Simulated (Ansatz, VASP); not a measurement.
**Two plane-wave programs on Sn2TeO2**

```
Sn Te O
1.0
     4.08268    0.00000    0.00000
    -2.04134    3.53570    0.00000
     0.00000    0.00000    6.77398
Sn Te O
2 1 2
Direct
  0.33333 0.66667 0.29897
  0.66667 0.33333 0.70103
  0.00000 0.00000 0.00000
  0.33333 0.66667 0.61024
  0.66667 0.33333 0.38976
```

Change from the starting cell: species swapped into the EuMn2Sb2 type (P-3m1, No. 164).

Alike in both runs: task relaxation of cell and atoms; functional PBE; k mesh 6 × 6 × 4; occupations gaussian, width 0.1 eV; no spin polarisation.

```csv
,VASP,Ansatz
version,VASP 6.6.1,Ansatz 0.2.0
potentials or method,"VASP PAW PBE potentials, release 64 (Sn_d, Te, O), cutoff 600 eV","scalar-relativistic, plane waves, PAW"
valence electrons in the cell,46,56
```

|  | VASP | Ansatz | Ansatz less VASP |
| --- | --- | --- | --- |
| gap on the k mesh at the Fermi level, each at its own relaxed structure (eV) | none | none | - |
| relaxed volume (Å³/atom) | 19.44 | 19.41 | -0.029 |
| relaxed cell length with the largest relative difference (Å) | 4.071 | 4.069 | -0.0024 |

A gap of «none» marks a metal or a gap that the smearing closes. VASP's potentials hold 46 valence electrons a cell and Ansatz's 56, so a difference there can come from the potentials and not from the codes.

Neither program's run includes spin-orbit coupling.
